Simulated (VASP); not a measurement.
Input of a VASP 6.6.1 run:

POSCAR

```
Si3N4
1.0
   -3.2213760741      3.2213760741      3.2213760741
    3.2213760741     -3.2213760741      3.2213760741
    3.2213760741      3.2213760741     -3.2213760741
Si N
6 8
Direct
    0.3750000000      0.2500000000      0.6250000000
    0.6250000000      0.3750000000      0.2500000000
    0.8750000000      0.1250000000      0.7500000000
    0.2500000000      0.6250000000      0.3750000000
    0.7500000000      0.8750000000      0.1250000000
    0.1250000000      0.7500000000      0.8750000000
    0.5000000000      0.0000000000      0.0625071014
    0.5625071014      0.5000000000      0.0000000000
    0.9374928986      0.9374928986      0.9374928986
    0.0000000000      0.5625071014      0.5000000000
    0.4374928986      0.4374928986      0.4374928986
    0.0000000000      0.0625071014      0.5000000000
    0.5000000000      0.0000000000      0.5625071014
    0.0625071014      0.5000000000      0.0000000000
```

File INCAR.step1:

```
  PREC = Accurate
  ENCUT = 520
  ISMEAR = -1
  SIGMA = 0.02
  LREAL = False
  LASPH = True
  NELM = 60
  NBANDS = 45
  GGA = PE
  ALGO = Normal
  EDIFF = 1E-4
  LWAVE = True
  LCHARG = False
```

The input INCAR.step2:

```
  PREC = Accurate
  ENCUT = 520
  EDIFF = 1E-6
  ISMEAR = -1
  SIGMA = 0.02
  LREAL = False
  LASPH = True
  NELM = 60
  ALGO = Normal
  ISIF = 2
  LWAVE = False
  LCHARG = False
  METAGGA = R2SCAN
  LMIXTAU = True
  NBANDS = 45
  ISTART = 1
```

KPOINTS

```
regular mesh
0
Gamma
  6 6 6
```

Potentials or basis: VASP PAW PBE potentials, release 64 (Si, N).

Run with:

```bash
$ cat potpaw_PBE.64/Si/POTCAR potpaw_PBE.64/N/POTCAR > POTCAR
$ cp INCAR.step1 INCAR
$ mpirun -np 1 vasp_std > vasp.out
$ cp INCAR.step2 INCAR
$ mpirun -np 1 vasp_std > vasp.out
```

Task: Estimate the band gap on the k mesh.

Result: 4.75 eV, indirect (least direct gap 4.93 eV).

Task: What does it give for the pressure?

Result: -0.2 GPa.

Forces in eV/Å, atoms in the order of the input:
```
Si   0.000  0.000  0.000
Si   0.000  0.000  0.000
Si   0.000  0.000  0.000
Si   0.000  0.000  0.000
Si   0.000  0.000  0.000
Si   0.000  0.000  0.000
N    0.001  0.001 -0.001
N   -0.001  0.001  0.001
N   -0.001 -0.001 -0.001
N    0.001 -0.001  0.001
N   -0.001 -0.001 -0.001
N    0.001 -0.001  0.001
N    0.001  0.001 -0.001
N   -0.001  0.001  0.001
```

Caveat: the PAW data sets were made with another functional, which shifts forces and pressure a little. A k mesh can miss the band edges.
